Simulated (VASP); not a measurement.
# Sc3S5 (Cmcm) in VASP: single point with PBE

Aim: the single point of Sc3S5 with PBE.

All numbers are computed with VASP 6.6.1; they aren't measurements. Logs are shortened: lines on timing, memory, paths and dates and some standing lists are left out, and cuts for length are marked.

## (1) The cell of the first run

Symmetry: Cmcm, No. 63, orthorhombic system. Conventional cell: a = 5.118 Å, b = 12.596 Å, c = 11.460 Å, α = 90.00°, β = 90.00°, γ = 90.00°. Within 3.3 Å of Sc (site symmetry m) lie 6 S at 2.52 to 2.63 Å. Sc (site symmetry m2m) has 6 S at 2.54 to 2.60 Å within 3.4 Å. S (site symmetry m) has 3 Sc at 2.52 to 2.63 Å and 2 S at 2.80 to 3.06 Å within 3.3 Å. Within 3.9 Å of S (site symmetry m) lie 4 Sc at 2.54 to 2.58 Å and 10 S at 3.45 to 3.87 Å. S (site symmetry m2m) has 4 Sc at 2.56 to 2.60 Å and 4 S at 3.45 Å within 3.5 Å.

## (2) Single point, PBE

The input, INCAR:

```
SYSTEM = Sc3S5
  ALGO = Normal
  EDIFF = 1E-7
  ENCUT = 520
  GGA = PE
  ISIF = 2
  ISMEAR = 0
  LASPH = .TRUE.
  LCHARG = .TRUE.
  LELF = .TRUE.
  LREAL = Auto
  LVHAR = .TRUE.
  LWAVE = .FALSE.
  NBANDS = 77
  NELM = 100
  PREC = Accurate
  SIGMA = 0.2
```

The input, KPOINTS:

```
k-points
0
G
  4 4 2
  0 0 0
```

The input, POSCAR:

```
Sc3S5
1.0
    2.5591297591     -6.2980147400      0.0000000000
    2.5591297591      6.2980147400      0.0000000000
    0.0000000000      0.0000000000     11.4595681026
Sc S
6 10
Direct
    0.1551279565      0.8448720435      0.9408913951
    0.1551279565      0.8448720435      0.5591086049
    0.7961213513      0.2038786487      0.7500000000
    0.8448720435      0.1551279565      0.0591086049
    0.8448720435      0.1551279565      0.4408913951
    0.2038786487      0.7961213513      0.2500000000
    0.9654446441      0.0345553559      0.8720977013
    0.6788176930      0.3211823070      0.9304460081
    0.9654446441      0.0345553559      0.6279022987
    0.6788176930      0.3211823070      0.5695539919
    0.0345553559      0.9654446441      0.1279022987
    0.3211823070      0.6788176930      0.0695539919
    0.0345553559      0.9654446441      0.3720977013
    0.3211823070      0.6788176930      0.4304460081
    0.2607429534      0.7392570466      0.7500000000
    0.7392570466      0.2607429534      0.2500000000
```

Potentials or basis: VASP PAW PBE potentials, release 64 (Sc_sv, S).

Run with:

```console
> cat potpaw_PBE.64/Sc_sv/POTCAR potpaw_PBE.64/S/POTCAR > POTCAR
> mpirun -np 1 vasp_std > vasp.out
```

OUTCAR:

```text
SYSTEM = Sc3S5
   EDIFF = 1E-7
   ENCUT = 520
   GGA = PE
   ISIF = 2
   ISMEAR = 0
   LASPH = .TRUE.
   LREAL = Auto
   NELM = 100
   PREC = Accurate

 ion  position               nearest neighbor table
   1  0.155  0.845  0.941-   7 2.52  12 2.56  15 2.56   8 2.58   8 2.58  11 2.63
   2  0.155  0.845  0.559-   9 2.52  14 2.56  15 2.56  10 2.58  10 2.58  13 2.63
   3  0.796  0.204  0.750-   8 2.54  10 2.54   9 2.55   7 2.55  15 2.60  15 2.60
   4  0.845  0.155  0.059-  11 2.52   8 2.56  16 2.56  12 2.58  12 2.58   7 2.63
   5  0.845  0.155  0.441-  13 2.52  10 2.56  16 2.56  14 2.58  14 2.58   9 2.63
   6  0.204  0.796  0.250-  12 2.54  14 2.54  13 2.55  11 2.55  16 2.60  16 2.60
   7  0.965  0.035  0.872-   1 2.52   3 2.55   4 2.63
   8  0.679  0.321  0.930-   3 2.54   4 2.56   1 2.58   1 2.58
   9  0.965  0.035  0.628-   2 2.52   3 2.55   5 2.63
  10  0.679  0.321  0.570-   3 2.54   5 2.56   2 2.58   2 2.58
  11  0.035  0.965  0.128-   4 2.52   6 2.55   1 2.63
  12  0.321  0.679  0.070-   6 2.54   1 2.56   4 2.58   4 2.58
  13  0.035  0.965  0.372-   5 2.52   6 2.55   2 2.63
  14  0.321  0.679  0.430-   6 2.54   2 2.56   5 2.58   5 2.58
  15  0.261  0.739  0.750-   1 2.56   2 2.56   3 2.60   3 2.60
  16  0.739  0.261  0.250-   4 2.56   5 2.56   6 2.60   6 2.60

  LATTYP: Found a base centered orthorhombic cell.
 ALAT       =     5.1182595182
 B/A-ratio  =     2.4609985944
 C/A-ratio  =     2.2389580016

  Lattice vectors:

 A1 = (   2.5591297591,  -6.2980147400,   0.0000000000)
 A2 = (   2.5591297591,   6.2980147400,   0.0000000000)
 A3 = (   0.0000000000,   0.0000000000,  11.4595681026)

Analysis of symmetry for initial positions (statically):
=====================================================================
 Subroutine PRICEL returns:
 Original cell was already a primitive cell.

 Routine SETGRP: Setting up the symmetry group for a
 base centered orthorhombic supercell.

 Subroutine GETGRP returns: Found  8 space group operations
 (whereof  4 operations were pure point group operations)
 out of a pool of  8 trial point group operations.

The static configuration has the point symmetry C_2h.
 The point group associated with its full space group is D_2h.

Analysis of symmetry for dynamics (positions and initial velocities):
=====================================================================
 Subroutine PRICEL returns:
 Original cell was already a primitive cell.

 Routine SETGRP: Setting up the symmetry group for a
 base centered orthorhombic supercell.

 Subroutine GETGRP returns: Found  8 space group operations
 (whereof  4 operations were pure point group operations)
 out of a pool of  8 trial point group operations.

The dynamic configuration has the point symmetry C_2h.
 The point group associated with its full space group is D_2h.

 Subroutine INISYM returns: Found  8 space group operations
 (whereof  4 operations are pure point group operations),
 and found     1 'primitive' translations

----------------------------------------------------------------------------------------

                                     Primitive cell

  volume of cell :     369.3977

  direct lattice vectors                    reciprocal lattice vectors
     2.559129759 -6.298014740  0.000000000     0.195378917 -0.079390097  0.000000000
     2.559129759  6.298014740  0.000000000     0.195378917  0.079390097  0.000000000
     0.000000000  0.000000000 11.459568103     0.000000000  0.000000000  0.087263324

  length of vectors
     6.798097880  6.798097880 11.459568103     0.210892647  0.210892647  0.087263324

  position of ions in fractional coordinates (direct lattice)
     0.155127957  0.844872043  0.940891395
     0.155127957  0.844872043  0.559108605
     0.796121351  0.203878649  0.750000000
     0.844872043  0.155127957  0.059108605
     0.844872043  0.155127957  0.440891395
     0.203878649  0.796121351  0.250000000
[... 8 lines left out ...]
     0.260742953  0.739257047  0.750000000
     0.739257047  0.260742953  0.250000000

  ion indices of the primitive-cell ions
   primitive index   ion index
                 1           1
                 2           2
                 3           3
                 4           4
                 5           5
                 6           6
[... 8 lines left out ...]
                15          15
                16          16

----------------------------------------------------------------------------------------

 KPOINTS: k-points

Automatic generation of k-mesh.
 Grid dimensions read from file:
 generate k-points for:    4    4    2

 Generating k-lattice:

  Cartesian coordinates                     Fractional coordinates (reciprocal lattice)
     0.048844729 -0.019847524  0.000000000     0.250000000 -0.000000000  0.000000000
     0.048844729  0.019847524  0.000000000    -0.000000000  0.250000000  0.000000000
     0.000000000  0.000000000  0.043631662     0.000000000  0.000000000  0.500000000

  Length of vectors
     0.052723162  0.052723162  0.043631662

  Shift w.r.t. Gamma in fractional coordinates (k-lattice)
     0.000000000  0.000000000  0.000000000

 Subroutine IBZKPT returns following result:
 ===========================================

 Found     14 irreducible k-points:

 Following reciprocal coordinates:
            Coordinates               Weight
  0.000000  0.000000  0.000000      1.000000
  0.250000  0.000000  0.000000      4.000000
  0.500000  0.000000  0.000000      2.000000
  0.250000  0.250000  0.000000      2.000000
  0.500000  0.250000  0.000000      4.000000
 -0.250000  0.250000  0.000000      2.000000
  0.500000  0.500000  0.000000      1.000000
  0.000000  0.000000  0.500000      1.000000
  0.250000  0.000000  0.500000      4.000000
  0.500000  0.000000  0.500000      2.000000
  0.250000  0.250000  0.500000      2.000000
  0.500000  0.250000  0.500000      4.000000
 -0.250000  0.250000  0.500000      2.000000
  0.500000  0.500000  0.500000      1.000000
   k-points           NKPTS =     14   k-points in BZ     NKDIM =     14   number of bands    NBANDS=     77
   number of dos      NEDOS =    301   number of ions     NIONS =     16
   total plane-waves  NPLWV = 262440
   dimension x,y,z NGX =    54 NGY =   54 NGZ =   90
   dimension x,y,z NGXF=   108 NGYF=  108 NGZF=  180
   ions per type =               6  10
   NGX,Y,Z   is equivalent  to a cutoff of  13.21, 13.21, 13.06 a.u.
   NGXF,Y,Z  is equivalent  to a cutoff of  26.41, 26.41, 26.11 a.u.
 SYSTEM =  Sc3S5
   PREC   = accura    normal or accurate (medium, high low for compatibility)
   ISTART =      0    job   : 0-new  1-cont  2-samecut
   ICHARG =      2    charge: 1-file 2-atom 10-const
   ISPIN  =      1    spin polarized calculation?
   LNONCOLLINEAR =      F non collinear calculations
   LSORBIT =      F    spin-orbit coupling
   LASPH  =      T    aspherical Exc in radial PAW
   ENCUT  =  520.0 eV  38.22 Ry    6.18 a.u.  12.64 12.64 21.31*2*pi/ulx,y,z
   NELM   =    100;   NELMIN=  2; NELMDL= -5     # of ELM steps
   EDIFF  = 0.1E-06   stopping-criterion for ELM
   LREAL  =      T    real-space projection
   EDIFFG = 0.1E-05   stopping-criterion for IOM
   NSW    =      0    number of steps for IOM
   IBRION =     -1    ionic relax: 0-MD 1-quasi-New 2-CG
   NFREE  =      0    steps in history (QN), initial steepest desc. (CG)
   ISIF   =      2    stress and relaxation
   ISYM   =      2    0-nonsym 1-usesym 2-fastsym
   POTIM  = 0.5000    time-step for ionic-motion
   TEBEG  =    0.0;   TEEND  =   0.0 temperature during run
   PSTRESS=    0.0 pullay stress
   NELECT =     126.0000    total number of electrons
   NUPDOWN=      -1.0000    fix difference up-down
   EMIN   =  10.00;   EMAX   =-10.00  energy-range for DOS
   EFERMI =   0.00;   METHOD = LEGACY
   ISMEAR =     0;   SIGMA  =   0.20  broadening in eV -4-tet -1-fermi 0-gaus
   EFERMI_NEDOS =   21; number of points for ismear=-14 and -15
   IALGO  =     38    algorithm
   IMIX   =      4    mixing-type and parameters
     AMIX     =   0.40;   BMIX     =  1.00
     AMIX_MAG =   1.60;   BMIX_MAG =  1.00
  volume/ion in A,a.u.               =      23.09       155.80
  Fermi-wavevector in a.u.,A,eV,Ry     =   1.143844  2.161552 17.801590  1.308380
  Thomas-Fermi vector in A             =   2.280538
   LORBIT       =      0    0 simple, 1 ext, 2 COOP (PROOUT), +10 PAW based schemes
   GGA     = PE    functional components
   LHFCALC =     F    Hartree Fock is set to
   AEXX    =    0.0000 exact exchange contribution
   IVDW    =     0    specifies the selected vdW correction
   LEPSILON=     F    determine dielectric tensor
   LRPA    =     F    only Hartree local field effects (RPA)
 non-spin polarized calculation
 Gauss-broadening in eV      SIGMA  =   0.20
  energy-cutoff  :      520.00
  volume of cell :      369.40
 maximum number of plane-waves:      9994
 NGX is ok and might be reduce to    54
   NGX = 25   NGY = 25   NGZ = 43

 number of electron     125.9999999 magnetization

 Free energy of the ion-electron system (eV)
  ---------------------------------------------------
  ext. energy  EPLUGINS =         0.00000000
  ---------------------------------------------------
  free energy    TOTEN  =      -105.18686060 eV

  energy without entropy =     -105.06290163  energy(sigma->0) =     -105.12488112

 E-fermi :   2.5753     XC(G=0):  -9.0767

 val. band max:        2.5626487902   @ k =   0.5000   0.0000   0.5000
 cond. band min:       2.5755181646   @ k =  -0.2500   0.2500   0.5000
 fundamental gap:      0.0128693744
 Fermi energy:         2.5753020850

 k-point     1 :       0.0000    0.0000    0.0000
  band No.  band energies     occupation
      1     -46.5184      2.00000
      2     -46.5179      2.00000
      3     -46.5138      2.00000
      4     -46.5136      2.00000
      5     -46.4450      2.00000
      6     -46.4447      2.00000
[... 67 lines left out ...]
     74       5.4450      0.00000
     75       5.6121      0.00000
[... 1012 lines left out ...]
     74       5.4408      0.00000
     75       5.6565      0.00000
 [bands above 75 left out]

------------------------ aborting loop because EDIFF is reached ----------------------------------------

  FORCE on cell =-STRESS in cart. coord.  units (eV):
  Direction    XX          YY          ZZ          XY          YZ          ZX
  --------------------------------------------------------------------------------------
  -------------------------------------------------------------------------------------
  Total        1.5456782      0.5566254      1.3631586      0.0000000      0.0000000      0.0000000
  in kB        6.7040223      2.4142343      5.9123853      0.0000000      0.0000000      0.0000000
  external PRESSURE =       5.0102140 kB  Pullay stress =       0.0000000 kB

 VOLUME and BASIS-vectors are now :
 -----------------------------------------------------------------------------
  energy-cutoff  :      520.00
  volume of cell :      369.40
      direct lattice vectors                 reciprocal lattice vectors
     2.559129759 -6.298014740  0.000000000     0.195378917 -0.079390097  0.000000000
     2.559129759  6.298014740  0.000000000     0.195378917  0.079390097  0.000000000
     0.000000000  0.000000000 11.459568103     0.000000000  0.000000000  0.087263324

 POSITION                                       TOTAL-FORCE (eV/Angst)
 -----------------------------------------------------------------------------------
      2.55913      4.34402     10.78221         0.000000      0.024851     -0.026848
      2.55913      4.34402      6.40714         0.000000      0.024851      0.026848
      2.55913     -3.72995      8.59468         0.000000      0.000957      0.000000
      2.55913     -4.34402      0.67736         0.000000     -0.024851      0.026848
      2.55913     -4.34402      5.05242         0.000000     -0.024851     -0.026848
      2.55913      3.72995      2.86489         0.000000     -0.000957      0.000000
[... 8 lines left out ...]
      2.55913      3.01369      8.59468         0.000000      0.018783      0.000000
      2.55913     -3.01369      2.86489         0.000000     -0.018783      0.000000
 -----------------------------------------------------------------------------------
    total drift:                               -0.000000     -0.000000     -0.000000

  FREE ENERGIE OF THE ION-ELECTRON SYSTEM (eV)
  ---------------------------------------------------
  free  energy   TOTEN  =      -105.1868605994 eV

  energy  without entropy=     -105.0629016340  energy(sigma->0) =     -105.12488112
```

Wall time 24 min (1 thread of Intel Xeon Platinum 8259CL at 2.50GHz (Skylake/Cascade Lake), shared host); peak memory 0.67 GiB.

Results:

```
Free energy            : -105.1869 eV
Pressure               : 0.5 GPa
Largest force          : 0.037 eV/Å
Band gap on the k mesh : zero (bands 63 and 64 overlap by 0.09 eV)
```

Forces in eV/Å, atoms in the order of the input:
```
Sc   0.000  0.025 -0.027
Sc   0.000  0.025  0.027
Sc   0.000  0.001  0.000
Sc   0.000 -0.025  0.027
Sc   0.000 -0.025 -0.027
Sc   0.000 -0.001  0.000
S    0.000  0.009  0.028
S    0.000  0.002  0.010
S    0.000  0.009 -0.028
S    0.000  0.002 -0.010
S    0.000 -0.009 -0.028
S    0.000 -0.002 -0.010
S    0.000 -0.009  0.028
S    0.000 -0.002  0.010
S    0.000  0.019  0.000
S    0.000 -0.019  0.000
```

Levels at points of the mesh, in eV from the Fermi level:
| k point | band 59 | band 60 | band 61 | band 62 | band 63 | band 64 | band 65 | band 66 | band 67 | band 68 |
| --- | --- | --- | --- | --- | --- | --- | --- | --- | --- | --- |
| (0.00, 0.00, 0.00) | -0.90 | -0.86 | -0.60 | -0.39 | -0.27 | 1.26 | 2.15 | 2.24 | 2.26 | 2.31 |
| (0.50, 0.00, 0.00) | -0.95 | -0.79 | -0.63 | -0.50 | -0.25 | 1.00 | 2.04 | 2.43 | 2.65 | 2.67 |
| (0.50, 0.50, 0.00) | -1.04 | -1.00 | -0.58 | -0.33 | -0.32 | 0.96 | 1.61 | 1.75 | 2.00 | 2.19 |
| (0.00, 0.00, 0.50) | -0.70 | -0.70 | -0.49 | -0.49 | 0.04 | 0.04 | 2.09 | 2.09 | 2.41 | 2.41 |
| (0.50, 0.00, 0.50) | -0.74 | -0.74 | -0.36 | -0.36 | -0.01 | -0.01 | 2.31 | 2.31 | 2.57 | 2.57 |
| (0.50, 0.50, 0.50) | -0.81 | -0.81 | -0.56 | -0.56 | 0.00 | 0.00 | 1.77 | 1.77 | 1.90 | 1.90 |
